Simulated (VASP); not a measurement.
# Ce (Fm-3m) in VASP: single point with PBEsol

Aim: the single point of Ce with PBEsol.

All numbers are computed with VASP 6.6.1; they aren't measurements. Logs are shortened: lines on timing, memory, paths and dates and some standing lists are left out, and cuts for length are marked.

## (1) The cell of the first run

Symmetry: Fm-3m, No. 225, cubic system. The conventional cell has a = 4.571 Å, b = 4.571 Å, c = 4.571 Å, α = 90.00°, β = 90.00°, γ = 90.00°. Ce (site symmetry m-3m) has 12 Ce at 3.23 Å within 4.3 Å.

## (2) Single point, PBEsol, collinear spin

INCAR reads:

```
PREC = Accurate
ENCUT = 520
EDIFF = 1E-7
ISMEAR = 0
SIGMA = 0.05
LREAL = False
LASPH = True
NELM = 150
ALGO = Normal
ISIF = 2
LWAVE = False
LCHARG = False
ISPIN = 2
MAGMOM = 0.05
LORBIT = 11
LMAXMIX = 6
GGA = PS
NBANDS = 16
```

KPOINTS reads:

```
Automatic mesh
0
Gamma
  14 14 14
```

POSCAR reads:

```
Ce
1.0
    0.0000000000      2.2855618048      2.2855618048
    2.2855618048      0.0000000000      2.2855618048
    2.2855618048      2.2855618048      0.0000000000
Ce
1
Direct
    0.0000000000      0.0000000000      0.0000000000
```

Potentials or basis: VASP PAW PBE potentials, release 64 (Ce).

Command:

```
> cat potpaw_PBE.64/Ce/POTCAR > POTCAR
> mpirun -np 1 vasp_std > vasp.out
```

OUTCAR:

```text
PREC = Accurate
   ENCUT = 520
   EDIFF = 1E-7
   ISMEAR = 0
   LREAL = False
   LASPH = True
   NELM = 150
   ISIF = 2
   ISPIN = 2
   LORBIT = 11
   GGA = PS

 ion  position               nearest neighbor table
   1  0.000  0.000  0.000-

  LATTYP: Found a face centered cubic cell.
 ALAT       =     4.5711236096

  Lattice vectors:

 A1 = (   0.0000000000,   2.2855618048,   2.2855618048)
 A2 = (   2.2855618048,   0.0000000000,   2.2855618048)
 A3 = (   2.2855618048,   2.2855618048,   0.0000000000)

Analysis of symmetry for initial positions (statically):
=====================================================================
 Subroutine PRICEL returns:
 Original cell was already a primitive cell.

 Routine SETGRP: Setting up the symmetry group for a
 face centered cubic supercell.

 Subroutine GETGRP returns: Found 48 space group operations
 (whereof 48 operations were pure point group operations)
 out of a pool of 48 trial point group operations.

The static configuration has the point symmetry O_h .

Analysis of symmetry for dynamics (positions and initial velocities):
=====================================================================
 Subroutine PRICEL returns:
 Original cell was already a primitive cell.

 Routine SETGRP: Setting up the symmetry group for a
 face centered cubic supercell.

 Subroutine GETGRP returns: Found 48 space group operations
 (whereof 48 operations were pure point group operations)
 out of a pool of 48 trial point group operations.

The dynamic configuration has the point symmetry O_h .

Analysis of structural, dynamic, and magnetic symmetry:
=====================================================================
 Subroutine PRICEL returns:
 Original cell was already a primitive cell.

 Routine SETGRP: Setting up the symmetry group for a
 face centered cubic supercell.

 Subroutine GETGRP returns: Found 48 space group operations
 (whereof 48 operations were pure point group operations)
 out of a pool of 48 trial point group operations.

The overall configuration has the point symmetry O_h .

 Subroutine INISYM returns: Found 48 space group operations
 (whereof 48 operations are pure point group operations),
 and found     1 'primitive' translations

----------------------------------------------------------------------------------------

                                     Primitive cell

  volume of cell :      23.8786

[... 102 lines left out ...]
   EFERMI_NEDOS =   21; number of points for ismear=-14 and -15
   IALGO  =     38    algorithm
   IMIX   =      4    mixing-type and parameters
     AMIX     =   0.40;   BMIX     =  1.00
     AMIX_MAG =   1.60;   BMIX_MAG =  1.00
  volume/ion in A,a.u.               =      23.88       161.14
  Fermi-wavevector in a.u.,A,eV,Ry     =   1.301564  2.459600 23.049215  1.694069
  Thomas-Fermi vector in A             =   2.432690
   LORBIT       =     11    0 simple, 1 ext, 2 COOP (PROOUT), +10 PAW based schemes
   GGA     = PS    functional components
   LHFCALC =     F    Hartree Fock is set to
   AEXX    =    0.0000 exact exchange contribution
   IVDW    =     0    specifies the selected vdW correction
   LEPSILON=     F    determine dielectric tensor
   LRPA    =     F    only Hartree local field effects (RPA)
 spin polarized calculation
 Gauss-broadening in eV      SIGMA  =   0.05
  energy-cutoff  :      520.00
  volume of cell :       23.88
 maximum number of plane-waves:       656
   NGX = 13   NGY = 13   NGZ = 13

 number of electron      12.0000000 magnetization      -0.0000083

 number of electron      12.0000000 magnetization       0.0000011

 Free energy of the ion-electron system (eV)
  ---------------------------------------------------
  ext. energy  EPLUGINS =         0.00000000
  ---------------------------------------------------
  free energy    TOTEN  =        -6.59730382 eV

  energy without entropy =       -6.59525659  energy(sigma->0) =       -6.59628021

 E-fermi :  10.4970     XC(G=0): -11.9402

 val. band max:       10.4805286325   @ k =   0.2857   0.1429   0.0714
 cond. band min:      10.5167298450   @ k =  -0.2143   0.1429   0.0000
 fundamental gap:      0.0362012125
 Fermi energy:        10.4970462029

 spin component 1

 k-point     1 :       0.0000    0.0000    0.0000
  band No.  band energies     occupation
      1     -24.4453      1.00000
      2      -5.0545      1.00000
      3      -5.0545      1.00000
      4      -5.0545      1.00000
      5       7.8850      1.00000
      6      10.1733      1.00000
[... 435 lines left out ...]
      5       9.1675      1.00000
      6      10.0300      1.00000
[... 8 lines left out ...]
     15      14.0414      0.00000
     16      15.9668      0.00000

 [... further k-points ...]

 spin component 2

 k-point     1 :       0.0000    0.0000    0.0000
  band No.  band energies     occupation
      1     -24.4453      1.00000
      2      -5.0545      1.00000
      3      -5.0545      1.00000
      4      -5.0545      1.00000
      5       7.8850      1.00000
      6      10.1733      1.00000
[... 435 lines left out ...]
      5       9.1675      1.00000
      6      10.0300      1.00000
[... 8 lines left out ...]
     15      14.0414      0.00000
     16      15.9668      0.00000

 [... further k-points ...]

------------------------ aborting loop because EDIFF is reached ----------------------------------------

  FORCE on cell =-STRESS in cart. coord.  units (eV):
  Direction    XX          YY          ZZ          XY          YZ          ZX
  --------------------------------------------------------------------------------------
  -------------------------------------------------------------------------------------
  Total       -0.0265326     -0.0265326     -0.0265326      0.0000000      0.0000000     -0.0000000
  in kB       -1.7802543     -1.7802543     -1.7802543      0.0000000      0.0000000     -0.0000000
  external PRESSURE =      -1.7802543 kB  Pullay stress =       0.0000000 kB

 VOLUME and BASIS-vectors are now :
 -----------------------------------------------------------------------------
  energy-cutoff  :      520.00
  volume of cell :       23.88
      direct lattice vectors                 reciprocal lattice vectors
     0.000000000  2.285561805  2.285561805    -0.218764594  0.218764594  0.218764594
     2.285561805  0.000000000  2.285561805     0.218764594 -0.218764594  0.218764594
     2.285561805  2.285561805  0.000000000     0.218764594  0.218764594 -0.218764594

 POSITION                                       TOTAL-FORCE (eV/Angst)
 -----------------------------------------------------------------------------------
      0.00000      0.00000      0.00000         0.000000      0.000000      0.000000
 -----------------------------------------------------------------------------------
    total drift:                               -0.000000      0.000000      0.000000

  FREE ENERGIE OF THE ION-ELECTRON SYSTEM (eV)
  ---------------------------------------------------
  free  energy   TOTEN  =        -6.5973038244 eV

  energy  without entropy=       -6.5952565947  energy(sigma->0) =       -6.59628021

 total charge

# of ion       s       p       d       f       tot
--------------------------------------------------
    1        2.075   5.531   1.386   1.058  10.049

 magnetization (x)

# of ion       s       p       d       f       tot
--------------------------------------------------
    1        0.000   0.000   0.000  -0.000   0.000
```

stdout:

```text
POSCAR found type information on POSCAR Ce
 POSCAR found :  1 types and       1 ions
 scaLAPACK will be used
 -----------------------------------------------------------------------------
|                                                                             |
|                                                                             |
|     You enforced a specific xc type in the INCAR file but a different       |
|     I HOPE YOU KNOW WHAT YOU ARE DOING!                                     |
|                                                                             |
 -----------------------------------------------------------------------------

 LDA part: xc-table for (Slater+PW92), standard interpolation
 POSCAR, INCAR and KPOINTS ok, starting setup
 FFT: planning ... GRIDC
 FFT: planning ... GRID_SOFT
 FFT: planning ... GRID
 WAVECAR not read
 entering main loop
```

It took 1.9 min on 1 thread of Intel Xeon Platinum 8175M at 2.50GHz (Skylake/Cascade Lake), shared host; peak memory 0.2 GiB.

What came out:

```yaml
Free_energy: -6.5973 eV
Pressure: -0.2 GPa
Band_gap_on_the_k_mesh: zero (filled and empty bands overlap)
Net_moment: 0.00 μB per cell
Valence_electrons_inside_the_program's_atomic_spheres: Ce 10.05
```

Caveat: the magnetic or orbital state may not be the lowest; the PAW data sets were made with another functional, which shifts forces and pressure a little; spin-orbit coupling is left out, which moves the levels of the heavy elements; semilocal functionals describe open f shells poorly, which spoils levels, moments and volumes.

The gap in the log of VASP goes by the Fermi energy; the results here count the filled bands.